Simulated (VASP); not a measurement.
A run of VASP 6.6.1 is set up as follows.

The input POSCAR:

```
SiO2
1.0
    0.0000000000      2.2641691173      2.2641691173
    2.2641691173      0.0000000000      2.2641691173
    2.2641691173      2.2641691173      0.0000000000
Si O
1 2
Direct
    0.0000000000      0.0000000000      0.0000000000
    0.2500000000      0.2500000000      0.2500000000
    0.7500000000      0.7500000000      0.7500000000
```

The input INCAR.step1:

```
SYSTEM = SiO2
PREC = Accurate
ENCUT = 500
EDIFF = 1E-8
ISMEAR = 0
SIGMA = 0.01
LREAL = .False.
LASPH = .True.
NELM = 80
ALGO = Normal
LWAVE = .True.
LCHARG = .False.
GGA = PE
```

Contents of INCAR.step2:

```
SYSTEM = SiO2
PREC = Accurate
ENCUT = 500
EDIFF = 1E-8
ISMEAR = 0
SIGMA = 0.01
LREAL = .False.
LASPH = .True.
NELM = 1
ALGO = Exact
LWAVE = .True.
LCHARG = .False.
GGA = PE
NBANDS = 95
LOPTICS = .True.
ISTART = 1
```

Contents of INCAR.step3:

```
SYSTEM = SiO2
PREC = Accurate
ENCUT = 500
EDIFF = 1E-8
ISMEAR = 0
SIGMA = 0.01
LREAL = .False.
LASPH = .True.
ALGO = EVGW0
LWAVE = .False.
LCHARG = .False.
GGA = PE
NELMGW = 1
NBANDS = 95
ENCUTGW = 140.0
NOMEGA = 96
PRECFOCK = Fast
ISTART = 1
NBANDSGW = 16
OMEGAMAX = 20
```

File KPOINTS:

```
regular mesh
0
Gamma
  6 6 6
  0 0 0
```

Potentials or basis: VASP PAW PBE potentials, release 64 (Si_GW, O_GW).

Command:

```bash
$ cat potpaw_PBE.64/Si_GW/POTCAR potpaw_PBE.64/O_GW/POTCAR > POTCAR
$ cp INCAR.step1 INCAR
$ mpirun -np 1 vasp_std > vasp.out
$ cp INCAR.step2 INCAR
$ mpirun -np 1 vasp_std > vasp.out
$ cp INCAR.step3 INCAR
$ mpirun -np 1 vasp_std > vasp.out
```

(1) Estimate the quasiparticle gap.

(2) Predict the least direct quasiparticle gap.

(3) Predict the least direct gap of the starting levels on the mesh.

(4) What does it give for the band gap of the starting levels on the mesh?

Results:

(1) 3.43 eV.

(2) 3.43 eV.

(3) 2.07 eV.

(4) 2.07 eV.

Caveat: the k points lie up to 0.40 Å⁻¹ apart; bands, screening cutoff and mesh are small and nothing is extrapolated, so the quasiparticle values aren't converged; the structure was generated, so it needn't be the stable form of SiO2.
